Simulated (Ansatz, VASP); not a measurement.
# One calculation of BAs2, two programs

INCAR

```
SYSTEM = BAs2
PREC = Accurate
ENCUT = 600
EDIFF = 1E-7
ISMEAR = 0
SIGMA = 0.1
LREAL = .FALSE.
LASPH = .TRUE.
NELM = 100
ALGO = Normal
ISIF = 3
LWAVE = .FALSE.
LCHARG = .FALSE.
GGA = PE
IBRION = 2
NSW = 100
EDIFFG = -0.01
```

The input KPOINTS:

```
regular mesh
0
G
  16 14 10
  0 0 0
```

POSCAR

```
BAs2
1.0
    3.0855204960      0.0000000000      0.0000000000
    0.0000000000      3.1678115477      0.0000000000
    0.0000000000      0.0000000000      4.8229795032
B As
1 2
Direct
    0.5000000000      0.5000000000      0.5000000000
    0.0000000000      0.0000000000      0.5000000000
    0.0000000000      0.5000000000      0.0000000000
```

Input for Ansatz:

```yaml
crystal:
  lattice:
    - [3.085520496, 0.0, 0.0]
    - [0.0, 3.1678115477, 0.0]
    - [0.0, 0.0, 4.8229795032]
  atoms:
    - { symbol: B, position: [0.5, 0.5, 0.5] }
    - { symbol: As, position: [0.0, 0.0, 0.5] }
    - { symbol: As, position: [0.0, 0.5, 0.0] }
basis:
  ecutwfc: 420
kpoints:
  mp_grid: { grid: [16, 14, 10] }
hamiltonian:
  xc: pbe
scf:
  occupations: { method: gaussian, width: 0.1 }
output:
  forces: true
  stress: true
  eigenvalues: true
relax:
  adjacent_minimum: "off"
  f_tol: 0.01
  max_steps: 80
  cell: { stress_tol: 0.05 }
```

Alike in both runs: task relaxation of cell and atoms; functional PBE; k mesh 16 × 14 × 10; occupations gaussian, width 0.1 eV; no spin polarisation.

|  | VASP | Ansatz |
| --- | --- | --- |
| version | VASP 6.6.1 | Ansatz 0.2.0 |
| potentials or method | VASP PAW PBE potentials, release 64 (B, As), cutoff 600 eV | scalar-relativistic, plane waves, PAW |
| valence electrons in the cell | 13 | 33 |

```csv
,VASP,Ansatz,Ansatz less VASP
"gap on the k mesh at the Fermi level, each at its own relaxed structure (eV)",none,none,-
relaxed volume (Å³/atom),15.79,15.77,-0.021
relaxed cell length with the largest relative difference (Å),3.092,3.089,-0.0034
```

A gap of «none» marks a metal or a gap that the smearing closes. VASP's potentials hold 13 valence electrons a cell and Ansatz's 33, so a difference there can come from the potentials and not from the codes.
